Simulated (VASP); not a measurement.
# BaNa3 (P6/mmm) in VASP: relaxation of cell and atoms with PBE

Aim: the relaxation of cell and atoms of BaNa3 with PBE.

Everything below comes from runs of VASP 6.6.1. Logs are shortened: lines on timing, memory, paths and dates and some standing lists are left out, and cuts for length are marked.

## Step 1: The cell of the first run

The structure is hexagonal, space group P6/mmm (No. 191). Conventional cell: a = 7.170 Å, b = 7.170 Å, c = 4.156 Å, α = 90.00°, β = 90.00°, γ = 120.00°. Na (site symmetry mmm) has 6 Na at 3.58 to 4.16 Å and 4 Ba at 4.14 Å within 4.7 Å. Within 5.4 Å of Ba (site symmetry 6/mmm) lie 12 Na at 4.14 Å and 2 Ba at 4.16 Å.

The cell was built from a structure type or drawn by symmetry, and may not be a known phase.

## Step 2: Relaxation of cell and atoms, PBE

INCAR reads:

```
PREC = Accurate ; ENCUT = 600
EDIFF = 1E-6 ; ISMEAR = 0
SIGMA = 0.1 ; LREAL = F
LASPH = T ; NELM = 60
ALGO = Fast ; ISIF = 3
LWAVE = F ; LCHARG = F
GGA = PE ; IBRION = 2
NSW = 100 ; EDIFFG = -0.01
```

KPOINTS reads:

```
Automatic mesh
0
Gamma
  6 6 12
```

POSCAR reads:

```
BaNa3
1.0
    7.1699998539      0.0000000000      0.0000000000
   -3.5849999269      6.2094020186      0.0000000000
    0.0000000000      0.0000000000      4.1559016519
Na Ba
3 1
Direct
    0.5000000000      0.0000000000      0.5000000000
    0.0000000000      0.5000000000      0.5000000000
    0.5000000000      0.5000000000      0.5000000000
    0.0000000000      0.0000000000      0.0000000000
```

Potentials or basis: VASP PAW PBE potentials, release 64 (Na_pv, Ba_sv).

Started as:

```sh
> cat potpaw_PBE.64/Na_pv/POTCAR potpaw_PBE.64/Ba_sv/POTCAR > POTCAR
> mpirun -np 1 vasp_std > vasp.out
```

OUTCAR:

```text
PREC = Accurate
   ENCUT = 600
   EDIFF = 1E-6
   ISMEAR = 0
   LREAL = F
   LASPH = T
   NELM = 60
   ISIF = 3
   GGA = PE
   IBRION = 2
   NSW = 100
   EDIFFG = -0.01

 ion  position               nearest neighbor table
   1  0.500  0.000  0.500-
   2  0.000  0.500  0.500-
   3  0.500  0.500  0.500-
   4  0.000  0.000  0.000-

  LATTYP: Found a hexagonal cell.
 ALAT       =     7.1699998539
 C/A-ratio  =     0.5796236732

  Lattice vectors:

 A1 = (   7.1699998539,   0.0000000000,   0.0000000000)
 A2 = (  -3.5849999269,   6.2094020186,   0.0000000000)
 A3 = (   0.0000000000,   0.0000000000,   4.1559016519)

Analysis of symmetry for initial positions (statically):
=====================================================================
 Subroutine PRICEL returns:
 Original cell was already a primitive cell.

 Routine SETGRP: Setting up the symmetry group for a
 hexagonal supercell.

 Subroutine GETGRP returns: Found 24 space group operations
 (whereof 24 operations were pure point group operations)
 out of a pool of 24 trial point group operations.

The static configuration has the point symmetry D_6h.

Analysis of symmetry for dynamics (positions and initial velocities):
=====================================================================
 Subroutine PRICEL returns:
 Original cell was already a primitive cell.

 Routine SETGRP: Setting up the symmetry group for a
 hexagonal supercell.

 Subroutine GETGRP returns: Found 24 space group operations
 (whereof 24 operations were pure point group operations)
 out of a pool of 24 trial point group operations.

The dynamic configuration has the point symmetry D_6h.

 Subroutine INISYM returns: Found 24 space group operations
 (whereof 24 operations are pure point group operations),
 and found     1 'primitive' translations

----------------------------------------------------------------------------------------

                                     Primitive cell

  volume of cell :     185.0266

  direct lattice vectors                    reciprocal lattice vectors
     7.169999854  0.000000000  0.000000000     0.139470017  0.080523052  0.000000000
    -3.584999927  6.209402019  0.000000000     0.000000000  0.161046103  0.000000000
     0.000000000  0.000000000  4.155901652     0.000000000  0.000000000  0.240621671

  length of vectors
     7.169999854  7.169999854  4.155901652     0.161046103  0.161046103  0.240621671

  position of ions in fractional coordinates (direct lattice)
     0.500000000  0.000000000  0.500000000
     0.000000000  0.500000000  0.500000000
[... 93 lines left out ...]
   NUPDOWN=      -1.0000    fix difference up-down
   EMIN   =  10.00;   EMAX   =-10.00  energy-range for DOS
   EFERMI =   0.00;   METHOD = LEGACY
   ISMEAR =     0;   SIGMA  =   0.10  broadening in eV -4-tet -1-fermi 0-gaus
   EFERMI_NEDOS =   21; number of points for ismear=-14 and -15
   IALGO  =     68    algorithm
   IMIX   =      4    mixing-type and parameters
     AMIX     =   0.40;   BMIX     =  1.00
     AMIX_MAG =   1.60;   BMIX_MAG =  1.00
  volume/ion in A,a.u.               =      46.26       312.16
  Fermi-wavevector in a.u.,A,eV,Ry     =   0.902507  1.705491 11.082207  0.814519
  Thomas-Fermi vector in A             =   2.025719
   LORBIT       =      0    0 simple, 1 ext, 2 COOP (PROOUT), +10 PAW based schemes
   GGA     = PE    functional components
   LHFCALC =     F    Hartree Fock is set to
   AEXX    =    0.0000 exact exchange contribution
   IVDW    =     0    specifies the selected vdW correction
   LEPSILON=     F    determine dielectric tensor
   LRPA    =     F    only Hartree local field effects (RPA)
 conjugate gradient relaxation of ions
 non-spin polarized calculation
 RMM-DIIS sequential band-by-band and
 Gauss-broadening in eV      SIGMA  =   0.10
  energy-cutoff  :      600.00
  volume of cell :      185.03
 maximum number of plane-waves:      6227
 NGX is ok and might be reduce to    60
   NGX = 29   NGY = 29   NGZ = 17

--------------------------------------- Ionic step        1  -------------------------------------------

 number of electron      30.9999991 magnetization

 Free energy of the ion-electron system (eV)
  ---------------------------------------------------
  ext. energy  EPLUGINS =         0.00000000
  ---------------------------------------------------
  free energy    TOTEN  =        -5.57968745 eV

  energy without entropy =       -5.55984337  energy(sigma->0) =       -5.56976541

------------------------ aborting loop because EDIFF is reached ----------------------------------------

  FORCE on cell =-STRESS in cart. coord.  units (eV):
  Direction    XX          YY          ZZ          XY          YZ          ZX
  --------------------------------------------------------------------------------------
  -------------------------------------------------------------------------------------
  Total        0.1461667      0.1461667      0.0654838      0.0000000      0.0000000     -0.0000000
  in kB        1.2656827      1.2656827      0.5670353      0.0000000      0.0000000     -0.0000000
  external PRESSURE =       1.0328002 kB  Pullay stress =       0.0000000 kB
[... 101 lines left out ...]
--------------------------------------- Ionic step        4  -------------------------------------------

 number of electron      30.9999974 magnetization

 Free energy of the ion-electron system (eV)
  ---------------------------------------------------
  ext. energy  EPLUGINS =         0.00000000
  ---------------------------------------------------
  free energy    TOTEN  =        -5.58069997 eV

  energy without entropy =       -5.56075570  energy(sigma->0) =       -5.57072784

 E-fermi :   0.5690     XC(G=0):  -6.5943

 val. band max:        0.5607272605   @ k =   0.3333   0.0000   0.1667
 cond. band min:       0.5733660097   @ k =   0.1667   0.0000   0.2500
 fundamental gap:      0.0126387492
 Fermi energy:         0.5690108122

 k-point     1 :       0.0000    0.0000    0.0000
  band No.  band energies     occupation
      1     -28.5746      2.00000
      2     -24.2682      2.00000
      3     -24.2569      2.00000
      4     -24.2569      2.00000
      5     -24.2510      2.00000
      6     -24.2472      2.00000
[... 505 lines left out ...]
      6     -24.2508      2.00000
[... 11 lines left out ...]
     18       1.7698      0.00000
     19       1.8189      0.00000

 [... further k-points ...]

------------------------ aborting loop because EDIFF is reached ----------------------------------------

  FORCE on cell =-STRESS in cart. coord.  units (eV):
  Direction    XX          YY          ZZ          XY          YZ          ZX
  --------------------------------------------------------------------------------------
  -------------------------------------------------------------------------------------
  Total        0.0293227      0.0293227      0.0132636      0.0000000      0.0000000     -0.0000000
  in kB        0.2503487      0.2503487      0.1132406      0.0000000      0.0000000     -0.0000000
  external PRESSURE =       0.2046460 kB  Pullay stress =       0.0000000 kB
[... 19 lines left out ...]
  FREE ENERGIE OF THE ION-ELECTRON SYSTEM (eV)
  ---------------------------------------------------
  free  energy   TOTEN  =        -5.5806999736 eV

  energy  without entropy=       -5.5607556994  energy(sigma->0) =       -5.57072784

 reached required accuracy - stopping structural energy minimisation
```

Run time: 3.9 min. Hardware: 1 thread of Intel Xeon 6975P-C (Granite Rapids), shared host; peak memory 0.49 GiB.

What came out:

| Quantity | Value |
| --- | --- |
| Free energy | -5.5807 eV |
| Relaxed volume | 46.91 Å³/atom |
| Relaxed cell | a = 7.211 Å, b = 7.211 Å, c = 4.167 Å, α = 90.00°, β = 90.00°, γ = 120.00° |
| Space group after relaxing (to 0.1 Å) | P6/mmm (No. 191) |
| Energy gained by relaxing | 0.3 meV/atom |
| Ionic steps | 4 |
| Pressure after relaxing | 0.0 GPa |
| Band gap on the k mesh | zero (an odd number of electrons rules out a gap without spin polarisation) |

The path:
| step | energy change (eV) | largest force (eV/Å) | pressure (GPa) | volume (Å³) |
| --- | --- | --- | --- | --- |
| 1 | 0.0000 | 0.0000 | 0.10 | 185.03 |
| 2 | -0.0005 | 0.0000 | 0.07 | 185.83 |
| 3 | -0.0008 | 0.0000 | 0.05 | 186.44 |
| 4 | -0.0010 | 0.0000 | 0.02 | 187.66 |

Final structure:
```
Na Ba
1.0
     7.21149    0.00000    0.00000
    -3.60574    6.24533    0.00000
     0.00000    0.00000    4.16667
Na Ba
3 1
Direct
  0.50000 0.00000 0.50000
  0.00000 0.50000 0.50000
  0.50000 0.50000 0.50000
  0.00000 0.00000 0.00000
```

Caveat: spin-orbit coupling is left out, which moves the levels of the heavy elements.
